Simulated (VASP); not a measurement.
# H (Cmmm) in VASP: relaxation of cell and atoms with PBEsol

Aim: the relaxation of cell and atoms of H with PBEsol.

Program: VASP 6.6.1. These are calculated values, not measurements. Logs are shortened: lines on timing, memory, paths and dates and some standing lists are left out, and cuts for length are marked.

### 1 The cell of the first run

Symmetry: Cmmm, No. 65, orthorhombic system. Conventional cell: a = 3.412 Å, b = 5.490 Å, c = 3.298 Å, α = 90.00°, β = 90.00°, γ = 90.00°. H (site symmetry m2m) has 1 H at 0.76 Å within 1.0 Å.

### 2 Relaxation of cell and atoms, PBEsol

Input file INCAR:

```
SYSTEM = H
  ALGO = Normal
  EDIFF = 1E-7
  EDIFFG = -0.01
  ENCUT = 1230
  GGA = PS
  GGA_COMPAT = .FALSE.
  IBRION = 2
  ISIF = 3
  ISMEAR = 0
  LASPH = .TRUE.
  LCHARG = .FALSE.
  LREAL = .FALSE.
  LWAVE = .FALSE.
  NELM = 120
  NELMIN = 4
  NSW = 100
  PREC = Accurate
  SIGMA = 0.02
```

Input file KPOINTS:

```
k-points
0
G
  8 8 8
  0 0 0
```

Input file POSCAR:

```
H
1.0
    1.7057830705     -2.7451130504      0.0000000000
    1.7057830705      2.7451130504      0.0000000000
    0.0000000000      0.0000000000      3.2984197594
H
2
Direct
    0.5691727531      0.4308272469      0.0000000000
    0.4308272469      0.5691727531      0.0000000000
```

Potentials or basis: VASP PAW PBE potentials, release 64 (H_h).

Launch:

```console
$ cat potpaw_PBE.64/H_h/POTCAR > POTCAR
$ mpirun -np 1 vasp_std > vasp.out
```

OUTCAR:

```text
SYSTEM = H
   EDIFF = 1E-7
   EDIFFG = -0.01
   ENCUT = 1230
   GGA = PS
   IBRION = 2
   ISIF = 3
   ISMEAR = 0
   LASPH = .TRUE.
   LREAL = .FALSE.
   NELM = 120
   NELMIN = 4
   NSW = 100
   PREC = Accurate

 ion  position               nearest neighbor table
   1  0.569  0.431  0.000-   2 0.76
   2  0.431  0.569  0.000-   1 0.76

  LATTYP: Found a base centered orthorhombic cell.
 ALAT       =     3.4115661410
 B/A-ratio  =     1.6092978632
 C/A-ratio  =     0.9668344752

  Lattice vectors:

 A1 = (   1.7057830705,  -2.7451130504,   0.0000000000)
 A2 = (   1.7057830705,   2.7451130504,   0.0000000000)
 A3 = (   0.0000000000,   0.0000000000,   3.2984197594)

Analysis of symmetry for initial positions (statically):
=====================================================================
 Subroutine PRICEL returns:
 Original cell was already a primitive cell.

 Routine SETGRP: Setting up the symmetry group for a
 base centered orthorhombic supercell.

 Subroutine GETGRP returns: Found  8 space group operations
 (whereof  8 operations were pure point group operations)
 out of a pool of  8 trial point group operations.

The static configuration has the point symmetry D_2h.

Analysis of symmetry for dynamics (positions and initial velocities):
=====================================================================
 Subroutine PRICEL returns:
 Original cell was already a primitive cell.

 Routine SETGRP: Setting up the symmetry group for a
 base centered orthorhombic supercell.

 Subroutine GETGRP returns: Found  8 space group operations
 (whereof  8 operations were pure point group operations)
 out of a pool of  8 trial point group operations.

The dynamic configuration has the point symmetry D_2h.

 Subroutine INISYM returns: Found  8 space group operations
 (whereof  8 operations are pure point group operations),
 and found     1 'primitive' translations

----------------------------------------------------------------------------------------

                                     Primitive cell

  volume of cell :      30.8901

  direct lattice vectors                    reciprocal lattice vectors
     1.705783071 -2.745113050  0.000000000     0.293120508 -0.182141861  0.000000000
     1.705783071  2.745113050  0.000000000     0.293120508  0.182141861  0.000000000
     0.000000000  0.000000000  3.298419759     0.000000000  0.000000000  0.303175482

  length of vectors
     3.231925362  3.231925362  3.298419759     0.345101854  0.345101854  0.303175482

  position of ions in fractional coordinates (direct lattice)
     0.569172753  0.430827247  0.000000000
     0.430827247  0.569172753  0.000000000

  ion indices of the primitive-cell ions
   primitive index   ion index
                 1           1
                 2           2

----------------------------------------------------------------------------------------

 KPOINTS: k-points

Automatic generation of k-mesh.
 Grid dimensions read from file:
 generate k-points for:    8    8    8

 Generating k-lattice:

  Cartesian coordinates                     Fractional coordinates (reciprocal lattice)
     0.036640063 -0.022767733  0.000000000     0.125000000  0.000000000  0.000000000
     0.036640063  0.022767733  0.000000000     0.000000000  0.125000000  0.000000000
     0.000000000  0.000000000  0.037896935     0.000000000  0.000000000  0.125000000

  Length of vectors
     0.043137732  0.043137732  0.037896935

  Shift w.r.t. Gamma in fractional coordinates (k-lattice)
     0.000000000  0.000000000  0.000000000

 Subroutine IBZKPT returns following result:
 ===========================================

 Found    105 irreducible k-points:

 Following reciprocal coordinates:
            Coordinates               Weight
  0.000000  0.000000  0.000000      1.000000
  0.125000  0.000000  0.000000      4.000000
  0.250000  0.000000  0.000000      4.000000
  0.375000 -0.000000  0.000000      4.000000
  0.500000  0.000000  0.000000      2.000000
  0.125000  0.125000  0.000000      2.000000
[... 16 lines left out ...]
  0.125000  0.000000  0.125000      8.000000
  0.250000  0.000000  0.125000      8.000000
 [... further k-points ...]
   k-points           NKPTS =    105   k-points in BZ     NKDIM =    105   number of bands    NBANDS=      5
   number of dos      NEDOS =    301   number of ions     NIONS =      2
   total plane-waves  NPLWV =  64000
   dimension x,y,z NGX =    40 NGY =   40 NGZ =   40
   dimension x,y,z NGXF=    80 NGYF=   80 NGZF=   80
   ions per type =               2
   NGX,Y,Z   is equivalent  to a cutoff of  20.58, 20.58, 20.16 a.u.
   NGXF,Y,Z  is equivalent  to a cutoff of  41.15, 41.15, 40.32 a.u.
 SYSTEM =  H
   PREC   = accura    normal or accurate (medium, high low for compatibility)
   ISTART =      0    job   : 0-new  1-cont  2-samecut
   ICHARG =      2    charge: 1-file 2-atom 10-const
   ISPIN  =      1    spin polarized calculation?
   LNONCOLLINEAR =      F non collinear calculations
   LSORBIT =      F    spin-orbit coupling
   LASPH  =      T    aspherical Exc in radial PAW
   ENCUT  = 1230.0 eV  90.40 Ry    9.51 a.u.   9.24  9.24  9.43*2*pi/ulx,y,z
   NELM   =    120;   NELMIN=  4; NELMDL= -5     # of ELM steps
   EDIFF  = 0.1E-06   stopping-criterion for ELM
   LREAL  =      F    real-space projection
   EDIFFG = -.1E-01   stopping-criterion for IOM
   NSW    =    100    number of steps for IOM
   IBRION =      2    ionic relax: 0-MD 1-quasi-New 2-CG
   NFREE  =      1    steps in history (QN), initial steepest desc. (CG)
   ISIF   =      3    stress and relaxation
   ISYM   =      2    0-nonsym 1-usesym 2-fastsym
   POTIM  = 0.5000    time-step for ionic-motion
   TEBEG  =    0.0;   TEEND  =   0.0 temperature during run
   PSTRESS=    0.0 pullay stress
   NELECT =       2.0000    total number of electrons
   NUPDOWN=      -1.0000    fix difference up-down
   EMIN   =  10.00;   EMAX   =-10.00  energy-range for DOS
   EFERMI =   0.00;   METHOD = LEGACY
   ISMEAR =     0;   SIGMA  =   0.02  broadening in eV -4-tet -1-fermi 0-gaus
   EFERMI_NEDOS =   21; number of points for ismear=-14 and -15
   IALGO  =     38    algorithm
   IMIX   =      4    mixing-type and parameters
     AMIX     =   0.40;   BMIX     =  1.00
     AMIX_MAG =   1.60;   BMIX_MAG =  1.00
  volume/ion in A,a.u.               =      15.45       104.23
  Fermi-wavevector in a.u.,A,eV,Ry     =   0.657372  1.242254  5.879602  0.432139
  Thomas-Fermi vector in A             =   1.728859
   LORBIT       =      0    0 simple, 1 ext, 2 COOP (PROOUT), +10 PAW based schemes
   GGA     = PS    functional components
   LHFCALC =     F    Hartree Fock is set to
   AEXX    =    0.0000 exact exchange contribution
   IVDW    =     0    specifies the selected vdW correction
   LEPSILON=     F    determine dielectric tensor
   LRPA    =     F    only Hartree local field effects (RPA)
 conjugate gradient relaxation of ions
 non-spin polarized calculation
 Gauss-broadening in eV      SIGMA  =   0.02
  energy-cutoff  :     1230.00
  volume of cell :       30.89
 maximum number of plane-waves:      3062
 NGX is ok and might be reduce to    40
   NGX = 19   NGY = 19   NGZ = 19

--------------------------------------- Ionic step        1  -------------------------------------------

 number of electron       2.0000000 magnetization

 Free energy of the ion-electron system (eV)
  ---------------------------------------------------
  ext. energy  EPLUGINS =         0.00000000
  ---------------------------------------------------
  free energy    TOTEN  =        -6.41825094 eV

  energy without entropy =       -6.41825094  energy(sigma->0) =       -6.41825094

------------------------ aborting loop because EDIFF is reached ----------------------------------------

  FORCE on cell =-STRESS in cart. coord.  units (eV):
  Direction    XX          YY          ZZ          XY          YZ          ZX
  --------------------------------------------------------------------------------------
  -------------------------------------------------------------------------------------
  Total        0.0152122     -0.0142646      0.0160364     -0.0000000      0.0000000      0.0000000
  in kB        0.7890115     -0.7398609      0.8317601     -0.0000000      0.0000000      0.0000000
  external PRESSURE =       0.2936369 kB  Pullay stress =       0.0000000 kB
[... 57 lines left out ...]
  energy  without entropy=       -6.4182321948  energy(sigma->0) =       -6.41823219

--------------------------------------- Ionic step        3  -------------------------------------------

 number of electron       2.0000000 magnetization

 Free energy of the ion-electron system (eV)
  ---------------------------------------------------
  ext. energy  EPLUGINS =         0.00000000
  ---------------------------------------------------
  free energy    TOTEN  =        -6.41825975 eV

  energy without entropy =       -6.41825975  energy(sigma->0) =       -6.41825975

 E-fermi :  -8.3167     XC(G=0):  -4.5818

 val. band max:       -8.4649241664   @ k =   0.5000   0.5000   0.5000
 cond. band min:      -0.2202758940   @ k =   0.5000   0.5000   0.0000
 fundamental gap:      8.2446482724
 Fermi energy:        -8.3167207867

 k-point     1 :       0.0000    0.0000    0.0000
  band No.  band energies     occupation
      1     -10.2081      2.00000
      2       3.4581      0.00000
      3       7.7632      0.00000
      4       8.9912      0.00000
      5      11.9192      0.00000

 k-point     2 :       0.1250    0.0000    0.0000
  band No.  band energies     occupation
      1     -10.0767      2.00000
      2       3.1372      0.00000
      3       7.2628      0.00000
      4       9.2491      0.00000
      5      10.4217      0.00000
[... 169 lines left out ...]
 k-point    24 :       0.2500    0.0000    0.1250
  band No.  band energies     occupation
      1      -9.6657      2.00000
      2       2.2028      0.00000
      3       6.1522      0.00000
      4       8.3886      0.00000
      5      10.2175      0.00000

 [... further k-points ...]
[... 5 lines left out ...]
  --------------------------------------------------------------------------------------
  -------------------------------------------------------------------------------------
  Total        0.0151000      0.0038706      0.0158535     -0.0000000      0.0000000      0.0000000
  in kB        0.7830737      0.2007251      0.8221529     -0.0000000      0.0000000      0.0000000
  external PRESSURE =       0.6019839 kB  Pullay stress =       0.0000000 kB
[... 17 lines left out ...]
  FREE ENERGIE OF THE ION-ELECTRON SYSTEM (eV)
  ---------------------------------------------------
  free  energy   TOTEN  =        -6.4182597507 eV

  energy  without entropy=       -6.4182597507  energy(sigma->0) =       -6.41825975

 reached required accuracy - stopping structural energy minimisation
```

It took 42 s on 1 thread of Intel Xeon Platinum 8488C (Sapphire Rapids), shared host; peak memory 0.25 GiB.

Results:

| Quantity | Value |
| --- | --- |
| Free energy | -6.4183 eV |
| Relaxed volume | 15.45 Å³/atom |
| Relaxed cell | a = 3.232 Å, b = 3.232 Å, c = 3.299 Å, α = 90.00°, β = 90.00°, γ = 116.27° |
| Space group after relaxing (to 0.1 Å) | Cmmm (No. 65) |
| Energy gained by relaxing | 0.0 meV/atom |
| Ionic steps | 3 |
| Pressure after relaxing | 0.1 GPa |
| Largest force after relaxing | 0.006 eV/Å |
| Band gap on the k mesh | 8.24 eV (least direct gap 8.61 eV) |

Forces in eV/Å, atoms in the order of the input:
```
H    0.000 -0.006  0.000
H    0.000  0.006  0.000
```

Final structure:
```cif
data_structure
_symmetry_space_group_name_H-M 'P 1'
_symmetry_Int_Tables_number 1
_cell_length_a 3.2318
_cell_length_b 3.2318
_cell_length_c 3.2989
_cell_angle_alpha 90.000
_cell_angle_beta 90.000
_cell_angle_gamma 116.274
_cell_volume 30.89
loop_
_atom_site_label
_atom_site_type_symbol
_atom_site_fract_x
_atom_site_fract_y
_atom_site_fract_z
_atom_site_occupancy
H1 H 0.56912 0.43088 0.00000 1
H2 H 0.43088 0.56912 0.00000 1
```

Caveat: this functional lacks dispersion, which holds the molecules together, so the pressure and a relaxed volume are unreliable; the PAW data sets were made with another functional, which shifts forces and pressure a little. A k mesh can miss the band edges.
